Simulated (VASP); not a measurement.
# Rh (P6_3/mmc) in VASP: notebook

Rh is run at these levels: PBE; tasks: single point.

All numbers are computed with VASP 6.6.1; they aren't measurements. Logs are shortened: lines on timing, memory, paths and dates and some standing lists are left out, and cuts for length are marked.

## 1. The cell of the first run

The structure is hexagonal, space group P6_3/mmc (No. 194). The conventional cell has a = 2.778 Å, b = 2.778 Å, c = 4.471 Å, α = 90.00°, β = 90.00°, γ = 120.00°. Within 3.6 Å of Rh (site symmetry -6m2) lie 12 Rh at 2.75 to 2.78 Å.

This isn't the form of Rh at room conditions, which is fcc.

## 2. Single point, PBE, collinear spin (14.94 Å³/atom)

The input, INCAR:

```
SYSTEM = Rh
PREC = Accurate ; ENCUT = 500
EDIFF = 1E-6 ; ISMEAR = 0
SIGMA = 0.15 ; LREAL = .False.
LASPH = .True. ; NELM = 200
ALGO = Normal ; ISIF = 2
LWAVE = .False. ; LCHARG = .False.
ISPIN = 2 ; MAGMOM = 0.125 0.125
LORBIT = 11 ; NUPDOWN = 0.25
LMAXMIX = 4 ; GGA = PE
NBANDS = 26 ; GGA_COMPAT = .False.
```

The input, KPOINTS:

```
regular mesh
0
Gamma
  21 21 12
  0 0 0
```

The input, POSCAR:

```
Rh
1.0
    2.7782838484      0.0000000000      0.0000000000
   -1.3891419242      2.4060643917      0.0000000000
    0.0000000000      0.0000000000      4.4710857021
Rh
2
Direct
    0.6666666667      0.3333333333      0.7500000000
    0.3333333333      0.6666666667      0.2500000000
```

Potentials or basis: VASP PAW PBE potentials, release 64 (Rh_pv).

Launch:

```
> cat potpaw_PBE.64/Rh_pv/POTCAR > POTCAR
> mpirun -np 1 vasp_std > vasp.out
```

OUTCAR:

```text
SYSTEM = Rh
   PREC = Accurate
   ENCUT = 500
   EDIFF = 1E-6
   ISMEAR = 0
   LREAL = .False.
   LASPH = .True.
   NELM = 200
   ISIF = 2
   ISPIN = 2
   LORBIT = 11
   NUPDOWN = 0.25
   GGA = PE

 ion  position               nearest neighbor table
   1  0.667  0.333  0.750-   2 2.75   2 2.75   2 2.75   2 2.75   2 2.75   2 2.75
   2  0.333  0.667  0.250-   1 2.75   1 2.75   1 2.75   1 2.75   1 2.75   1 2.75

  LATTYP: Found a hexagonal cell.
 ALAT       =     2.7782838484
 C/A-ratio  =     1.6092976622

  Lattice vectors:

 A1 = (   2.7782838484,   0.0000000000,   0.0000000000)
 A2 = (  -1.3891419242,   2.4060643917,   0.0000000000)
 A3 = (   0.0000000000,   0.0000000000,   4.4710857021)

Analysis of symmetry for initial positions (statically):
=====================================================================
 Subroutine PRICEL returns:
 Original cell was already a primitive cell.

 Routine SETGRP: Setting up the symmetry group for a
 hexagonal supercell.

 Subroutine GETGRP returns: Found 24 space group operations
 (whereof 12 operations were pure point group operations)
 out of a pool of 24 trial point group operations.

The static configuration has the point symmetry D_3d.
 The point group associated with its full space group is D_6h.

Analysis of symmetry for dynamics (positions and initial velocities):
=====================================================================
 Subroutine PRICEL returns:
 Original cell was already a primitive cell.

 Routine SETGRP: Setting up the symmetry group for a
 hexagonal supercell.

 Subroutine GETGRP returns: Found 24 space group operations
 (whereof 12 operations were pure point group operations)
 out of a pool of 24 trial point group operations.

The dynamic configuration has the point symmetry D_3d.
 The point group associated with its full space group is D_6h.

Analysis of structural, dynamic, and magnetic symmetry:
=====================================================================
 Subroutine PRICEL returns:
 Original cell was already a primitive cell.

 Routine SETGRP: Setting up the symmetry group for a
 hexagonal supercell.

 Subroutine GETGRP returns: Found 24 space group operations
 (whereof 12 operations were pure point group operations)
 out of a pool of 24 trial point group operations.

The overall configuration has the point symmetry D_3d.
 The point group associated with its full space group is D_6h.

 Subroutine INISYM returns: Found 24 space group operations
 (whereof 12 operations are pure point group operations),
 and found     1 'primitive' translations

----------------------------------------------------------------------------------------

                                     Primitive cell

  volume of cell :      29.8880

  direct lattice vectors                    reciprocal lattice vectors
     2.778283848  0.000000000  0.000000000     0.359934425  0.207808237  0.000000000
    -1.389141924  2.406064392  0.000000000     0.000000000  0.415616475  0.000000000
     0.000000000  0.000000000  4.471085702     0.000000000  0.000000000  0.223659323

  length of vectors
     2.778283848  2.778283848  4.471085702     0.415616475  0.415616475  0.223659323

  position of ions in fractional coordinates (direct lattice)
     0.666666667  0.333333333  0.750000000
     0.333333333  0.666666667  0.250000000

  ion indices of the primitive-cell ions
   primitive index   ion index
                 1           1
                 2           2

----------------------------------------------------------------------------------------

 KPOINTS: regular mesh

Automatic generation of k-mesh.
 Grid dimensions read from file:
 generate k-points for:   21   21   12

 Generating k-lattice:

  Cartesian coordinates                     Fractional coordinates (reciprocal lattice)
     0.017139735  0.009895630  0.000000000     0.047619048  0.000000000  0.000000000
     0.000000000  0.019791261  0.000000000     0.000000000  0.047619048  0.000000000
     0.000000000  0.000000000  0.018638277     0.000000000  0.000000000  0.083333333

  Length of vectors
     0.019791261  0.019791261  0.018638277

  Shift w.r.t. Gamma in fractional coordinates (k-lattice)
     0.000000000  0.000000000  0.000000000

 Subroutine IBZKPT returns following result:
 ===========================================

 Found    336 irreducible k-points:

 Following reciprocal coordinates:
            Coordinates               Weight
  0.000000  0.000000  0.000000      1.000000
  0.047619 -0.000000  0.000000      6.000000
  0.095238  0.000000  0.000000      6.000000
  0.142857  0.000000  0.000000      6.000000
  0.190476  0.000000  0.000000      6.000000
  0.238095 -0.000000  0.000000      6.000000
[... 16 lines left out ...]
  0.142857  0.095238  0.000000     12.000000
  0.190476  0.095238  0.000000     12.000000
 [... further k-points ...]
   k-points           NKPTS =    336   k-points in BZ     NKDIM =    336   number of bands    NBANDS=     26
   number of dos      NEDOS =    301   number of ions     NIONS =      2
   total plane-waves  NPLWV =  14400
   dimension x,y,z NGX =    20 NGY =   20 NGZ =   36
   dimension x,y,z NGXF=    40 NGYF=   40 NGZF=   72
   ions per type =               2
   NGX,Y,Z   is equivalent  to a cutoff of  11.97, 11.97, 13.39 a.u.
   NGXF,Y,Z  is equivalent  to a cutoff of  23.94, 23.94, 26.77 a.u.
 SYSTEM =  Rh
   PREC   = accura    normal or accurate (medium, high low for compatibility)
   ISTART =      0    job   : 0-new  1-cont  2-samecut
   ICHARG =      2    charge: 1-file 2-atom 10-const
   ISPIN  =      2    spin polarized calculation?
   LNONCOLLINEAR =      F non collinear calculations
   LSORBIT =      F    spin-orbit coupling
   LASPH  =      T    aspherical Exc in radial PAW
   ENCUT  =  500.0 eV  36.75 Ry    6.06 a.u.   5.07  5.07  8.15*2*pi/ulx,y,z
   NELM   =    200;   NELMIN=  2; NELMDL= -5     # of ELM steps
   EDIFF  = 0.1E-05   stopping-criterion for ELM
   LREAL  =      F    real-space projection
   EDIFFG = 0.1E-04   stopping-criterion for IOM
   NSW    =      0    number of steps for IOM
   IBRION =     -1    ionic relax: 0-MD 1-quasi-New 2-CG
   NFREE  =      0    steps in history (QN), initial steepest desc. (CG)
   ISIF   =      2    stress and relaxation
   ISYM   =      2    0-nonsym 1-usesym 2-fastsym
   POTIM  = 0.5000    time-step for ionic-motion
   TEBEG  =    0.0;   TEEND  =   0.0 temperature during run
   PSTRESS=    0.0 pullay stress
   NELECT =      30.0000    total number of electrons
   NUPDOWN=       0.2500    fix difference up-down
   EMIN   =  10.00;   EMAX   =-10.00  energy-range for DOS
   EFERMI =   0.00;   METHOD = LEGACY
   ISMEAR =     0;   SIGMA  =   0.15  broadening in eV -4-tet -1-fermi 0-gaus
   EFERMI_NEDOS =   21; number of points for ismear=-14 and -15
   IALGO  =     38    algorithm
   IMIX   =      4    mixing-type and parameters
     AMIX     =   0.40;   BMIX     =  1.00
     AMIX_MAG =   1.60;   BMIX_MAG =  1.00
  volume/ion in A,a.u.               =      14.94       100.85
  Fermi-wavevector in a.u.,A,eV,Ry     =   1.639141  3.097527 36.555902  2.686783
  Thomas-Fermi vector in A             =   2.729996
   LORBIT       =     11    0 simple, 1 ext, 2 COOP (PROOUT), +10 PAW based schemes
   GGA     = PE    functional components
   LHFCALC =     F    Hartree Fock is set to
   AEXX    =    0.0000 exact exchange contribution
   IVDW    =     0    specifies the selected vdW correction
   LEPSILON=     F    determine dielectric tensor
   LRPA    =     F    only Hartree local field effects (RPA)
 spin polarized calculation
 Gauss-broadening in eV      SIGMA  =   0.15
  energy-cutoff  :      500.00
  volume of cell :       29.89
 maximum number of plane-waves:       780
   NGX = 11   NGY = 11   NGZ = 17

 number of electron      29.9999993 magnetization       0.2500000

 Free energy of the ion-electron system (eV)
  ---------------------------------------------------
  ext. energy  EPLUGINS =         0.00000000
  ---------------------------------------------------
  free energy    TOTEN  =       -14.38964513 eV

  energy without entropy =      -14.34689416  energy(sigma->0) =      -14.36826965

 E-fermi :  10.5022     XC(G=0): -13.4985

 val. band max:       10.5346463094   @ k =   0.4286   0.0000   0.1667
 cond. band min:      10.5031204227   @ k =   0.3810   0.0476   0.1667
 fundamental gap:     -0.0315258868
 Fermi energy:        10.5374103919

 spin component 1

 k-point     1 :       0.0000    0.0000    0.0000
  band No.  band energies     occupation
      1     -36.4086      1.00000
      2     -35.9091      1.00000
      3     -35.9091      1.00000
      4     -35.8424      1.00000
      5     -35.8255      1.00000
      6     -35.8255      1.00000
[... 18 lines left out ...]
     25      32.0604      0.00000
     26      32.0604      0.00000

 k-point     2 :       0.0476   -0.0000    0.0000
  band No.  band energies     occupation
      1     -36.4047      1.00000
      2     -35.9178      1.00000
      3     -35.9120      1.00000
      4     -35.8441      1.00000
      5     -35.8346      1.00000
      6     -35.8269      1.00000
[... 18 lines left out ...]
     25      31.5222      0.00000
     26      31.5282      0.00000

 k-point     3 :       0.0952    0.0000    0.0000
  band No.  band energies     occupation
      1     -36.3930      1.00000
      2     -35.9433      1.00000
      3     -35.9204      1.00000
      4     -35.8611      1.00000
      5     -35.8493      1.00000
      6     -35.8310      1.00000
[... 572 lines left out ...]
 k-point    23 :       0.1429    0.0952    0.0000
  band No.  band energies     occupation
      1     -36.3387      1.00000
      2     -36.0424      1.00000
      3     -36.0005      1.00000
      4     -35.9334      1.00000
      5     -35.8752      1.00000
      6     -35.8594      1.00000
[... 18 lines left out ...]
     25      31.1675      0.00000
     26      31.2587      0.00000

 k-point    24 :       0.1905    0.0952    0.0000
  band No.  band energies     occupation
      1     -36.3091      1.00000
      2     -36.0942      1.00000
      3     -36.0455      1.00000
      4     -35.9601      1.00000
      5     -35.8908      1.00000
      6     -35.8726      1.00000
[... 18 lines left out ...]
     25      31.1681      0.00000
     26      31.6351      0.00000

 [... further k-points ...]

 spin component 2

 k-point     1 :       0.0000    0.0000    0.0000
  band No.  band energies     occupation
      1     -36.3027      1.00000
      2     -35.8060      1.00000
      3     -35.8060      1.00000
      4     -35.7346      1.00000
      5     -35.7222      1.00000
      6     -35.7222      1.00000
[... 18 lines left out ...]
     25      32.0915      0.00000
     26      32.0938      0.00000

 k-point     2 :       0.0476   -0.0000    0.0000
  band No.  band energies     occupation
      1     -36.2987      1.00000
      2     -35.8148      1.00000
      3     -35.8089      1.00000
      4     -35.7363      1.00000
      5     -35.7313      1.00000
      6     -35.7236      1.00000
[... 18 lines left out ...]
     25      31.5520      0.00000
     26      31.5586      0.00000

 k-point     3 :       0.0952    0.0000    0.0000
  band No.  band energies     occupation
      1     -36.2870      1.00000
      2     -35.8404      1.00000
      3     -35.8173      1.00000
      4     -35.7579      1.00000
      5     -35.7415      1.00000
      6     -35.7277      1.00000
[... 572 lines left out ...]
 k-point    23 :       0.1429    0.0952    0.0000
  band No.  band energies     occupation
      1     -36.2325      1.00000
      2     -35.9397      1.00000
      3     -35.8977      1.00000
      4     -35.8304      1.00000
      5     -35.7675      1.00000
      6     -35.7562      1.00000
[... 18 lines left out ...]
     25      31.2655      0.00000
     26      31.3382      0.00000

 k-point    24 :       0.1905    0.0952    0.0000
  band No.  band energies     occupation
      1     -36.2028      1.00000
      2     -35.9917      1.00000
      3     -35.9429      1.00000
      4     -35.8572      1.00000
      5     -35.7830      1.00000
      6     -35.7695      1.00000
[... 18 lines left out ...]
     25      31.3287      0.00000
     26      31.3330      0.00000

 [... further k-points ...]
[... 5 lines left out ...]
  --------------------------------------------------------------------------------------
  -------------------------------------------------------------------------------------
  Total       -2.3295648     -2.3295648     -2.3328686      0.0000000      0.0000000      0.0000000
  in kB     -124.8787426   -124.8787426   -125.0558506      0.0000000      0.0000000      0.0000000
  external PRESSURE =    -124.9377786 kB  Pullay stress =       0.0000000 kB

 VOLUME and BASIS-vectors are now :
 -----------------------------------------------------------------------------
  energy-cutoff  :      500.00
  volume of cell :       29.89
      direct lattice vectors                 reciprocal lattice vectors
     2.778283848  0.000000000  0.000000000     0.359934425  0.207808237  0.000000000
    -1.389141924  2.406064392  0.000000000     0.000000000  0.415616475  0.000000000
     0.000000000  0.000000000  4.471085702     0.000000000  0.000000000  0.223659323

 POSITION                                       TOTAL-FORCE (eV/Angst)
 -----------------------------------------------------------------------------------
      1.38914      0.80202      3.35331         0.000000     -0.000000      0.000000
     -0.00000      1.60404      1.11777        -0.000000      0.000000      0.000000
 -----------------------------------------------------------------------------------
    total drift:                               -0.000000      0.000000     -0.000000

  FREE ENERGIE OF THE ION-ELECTRON SYSTEM (eV)
  ---------------------------------------------------
  free  energy   TOTEN  =       -14.3896451349 eV

  energy  without entropy=      -14.3468941620  energy(sigma->0) =      -14.36826965

 total charge

# of ion       s       p       d       tot
------------------------------------------
    1        0.376   6.251   7.024  13.650
    2        0.376   6.251   7.024  13.650
--------------------------------------------------
tot          0.752  12.501  14.047  27.301

 magnetization (x)

# of ion       s       p       d       tot
------------------------------------------
    1       -0.000  -0.001   0.127   0.126
    2       -0.000  -0.001   0.127   0.126
--------------------------------------------------
tot         -0.001  -0.001   0.254   0.252
```

It took 9.1 min on 1 thread of Oxide Virtual Turin-like, shared host; peak memory 0.37 GiB.

What came out:

* Free energy: -14.3896 eV
* Pressure: -12.5 GPa
* Net moment: 0.25 μB per cell
* Site moments: Rh +0.13 μB
* Valence electrons inside the program's atomic spheres: Rh 13.65

Caveat: the cell stands under tension; the total moment is fixed, so each spin has its own Fermi level and the state may be an excited one.

## 3. Single point, PBE, collinear spin (12.41 Å³/atom)

This run uses another cell than the first one, of 12.41 Å³/atom.

The input, INCAR:

```
PREC = Accurate
ENCUT = 500
EDIFF = 1E-6
ISMEAR = 0
SIGMA = 0.15
LREAL = F
LASPH = T
NELM = 200
ALGO = Normal
ISIF = 2
LWAVE = F
LCHARG = F
ISPIN = 2
MAGMOM = 0.125 0.125
LORBIT = 11
NUPDOWN = 0.25
LMAXMIX = 4
GGA = PE
NBANDS = 26
GGA_COMPAT = F
```

The input, KPOINTS:

```
regular mesh
0
Gamma
  21 21 12
```

The input, POSCAR:

```
Rh
1.0
    2.6112187483      0.0000000000      0.0000000000
   -1.3056093742      2.2613817708      0.0000000000
    0.0000000000      0.0000000000      4.2022282270
Rh
2
Direct
    0.6666666667      0.3333333333      0.7500000000
    0.3333333333      0.6666666667      0.2500000000
```

Potentials or basis: VASP PAW PBE potentials, release 64 (Rh_pv).

Launch:

```
> cat potpaw_PBE.64/Rh_pv/POTCAR > POTCAR
> mpirun -np 1 vasp_std > vasp.out
```

OUTCAR:

```text
PREC = Accurate
   ENCUT = 500
   EDIFF = 1E-6
   ISMEAR = 0
   LREAL = F
   LASPH = T
   NELM = 200
   ISIF = 2
   ISPIN = 2
   LORBIT = 11
   NUPDOWN = 0.25
   GGA = PE

 ion  position               nearest neighbor table
   1  0.667  0.333  0.750-   2 2.59   2 2.59   2 2.59   2 2.59   2 2.59   2 2.59
   2  0.333  0.667  0.250-   1 2.59   1 2.59   1 2.59   1 2.59   1 2.59   1 2.59

  LATTYP: Found a hexagonal cell.
 ALAT       =     2.6112187483
 C/A-ratio  =     1.6092976621

  Lattice vectors:
[... 1611 lines left out ...]
  in kB      447.8892954    447.8892954    470.4769341     -0.0000000      0.0000000      0.0000000
  external PRESSURE =     455.4185083 kB  Pullay stress =       0.0000000 kB

 VOLUME and BASIS-vectors are now :
 -----------------------------------------------------------------------------
  energy-cutoff  :      500.00
  volume of cell :       24.81
      direct lattice vectors                 reciprocal lattice vectors
     2.611218748  0.000000000  0.000000000     0.382962937  0.221103755  0.000000000
    -1.305609374  2.261381771  0.000000000     0.000000000  0.442207509  0.000000000
     0.000000000  0.000000000  4.202228227     0.000000000  0.000000000  0.237968988

 POSITION                                       TOTAL-FORCE (eV/Angst)
 -----------------------------------------------------------------------------------
      1.30561      0.75379      3.15167        -0.000000     -0.000000      0.000000
     -0.00000      1.50759      1.05056         0.000000      0.000000      0.000000
 -----------------------------------------------------------------------------------
    total drift:                                0.000000     -0.000000      0.000000

  FREE ENERGIE OF THE ION-ELECTRON SYSTEM (eV)
  ---------------------------------------------------
  free  energy   TOTEN  =       -14.0307095178 eV

  energy  without entropy=      -13.9999638678  energy(sigma->0) =      -14.01533669

 total charge

# of ion       s       p       d       tot
------------------------------------------
    1        0.456   6.375   7.173  14.004
    2        0.456   6.375   7.173  14.004
--------------------------------------------------
tot          0.913  12.749  14.345  28.007

 magnetization (x)

# of ion       s       p       d       tot
------------------------------------------
    1       -0.000   0.000   0.124   0.124
    2       -0.000   0.000   0.124   0.124
--------------------------------------------------
tot         -0.000   0.000   0.248   0.248
```

OSZICAR:

```text
N       E                     dE             d eps       ncg     rms          rms(c)
DAV:   1     0.331428658965E+03    0.33143E+03   -0.17371E+04 35168   0.131E+03
DAV:   2    -0.599512200511E+01   -0.33742E+03   -0.32248E+03 36018   0.423E+02
DAV:   3    -0.148829881035E+02   -0.88879E+01   -0.88186E+01 39414   0.760E+01
DAV:   4    -0.149359729242E+02   -0.52985E-01   -0.52961E-01 40448   0.587E+00
DAV:   5    -0.149365972907E+02   -0.62437E-03   -0.62389E-03 42496   0.657E-01    0.192E+01
DAV:   6    -0.140865052464E+02    0.85009E+00   -0.13194E+00 38354   0.122E+01    0.778E+00
DAV:   7    -0.140381767513E+02    0.48328E-01   -0.14717E-01 43362   0.303E+00    0.263E+00
DAV:   8    -0.140304997637E+02    0.76770E-02   -0.16595E-02 39094   0.130E+00    0.668E-01
DAV:   9    -0.140308103972E+02   -0.31063E-03   -0.21319E-04 42870   0.136E-01    0.161E-01
DAV:  10    -0.140307084205E+02    0.10198E-03   -0.11150E-04 41514   0.109E-01    0.129E-02
DAV:  11    -0.140307098921E+02   -0.14716E-05   -0.19312E-06 36404   0.117E-02    0.885E-03
DAV:  12    -0.140307095178E+02    0.37432E-06   -0.73633E-07 28240   0.819E-03
   1 F= -.14030710E+02 E0= -.14015337E+02  d E =-.307457E-01  mag=     0.2500
```

Wall time 5 min (1 thread of AMD EPYC 9755, shared host); peak memory 0.32 GiB.

What came out:

- Free energy: -14.0307 eV
- Pressure: 45.5 GPa
- Net moment: 0.25 μB per cell
- Site moments: Rh +0.12 μB
- Valence electrons inside the program's atomic spheres: Rh 14.00

Stress tensor (GPa, compression positive):
```
44.79  0.00  0.00
 0.00 44.79  0.00
 0.00  0.00 47.05
```

Caveat: the cell stands under pressure; the total moment is fixed, so each spin has its own Fermi level and the state may be an excited one.
